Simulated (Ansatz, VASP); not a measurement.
## One calculation of Ta3TiSi8, two programs

```
Ti Ta Si
1.0
     4.83370   -0.00190    0.00803
     1.19640    4.81434   -0.00273
     1.24600    1.21267    7.51093
Ti Ta Si
1 3 8
Direct
  0.75085 0.75049 0.25043
  0.87377 0.87548 0.62518
  0.37590 0.37466 0.12475
  0.24905 0.24954 0.74943
  0.39827 0.69966 0.79923
  0.88487 0.20582 0.29506
  0.85624 0.54876 0.95566
  0.36143 0.04524 0.45011
  0.72989 0.42560 0.57348
  0.22691 0.92248 0.07870
  0.77161 0.07330 0.92639
  0.27121 0.57897 0.42157
```

Alike in both runs: task single point; functional PBE; k mesh 8 × 8 × 6; occupations gaussian, width 0.1 eV; no spin polarisation.

|  | VASP | Ansatz |
| --- | --- | --- |
| version | VASP 6.6.1 | Ansatz 0.2.0 |
| potentials or method | VASP PAW PBE potentials, release 64 (Ti_sv, Ta_pv, Si), cutoff 520 eV | scalar-relativistic, plane waves, PAW |
| valence electrons in the cell | 77 | 83 |

```tsv
	VASP	Ansatz	Ansatz less VASP
gap on the k mesh at the Fermi level (eV)	none	none	-
pressure (GPa)	0.1	0.0	-0.05
```

A gap of «none» marks a metal or a gap that the smearing closes. VASP's potentials hold 77 valence electrons a cell and Ansatz's 83, so a difference there can come from the potentials and not from the codes.

Neither program's run includes spin-orbit coupling.
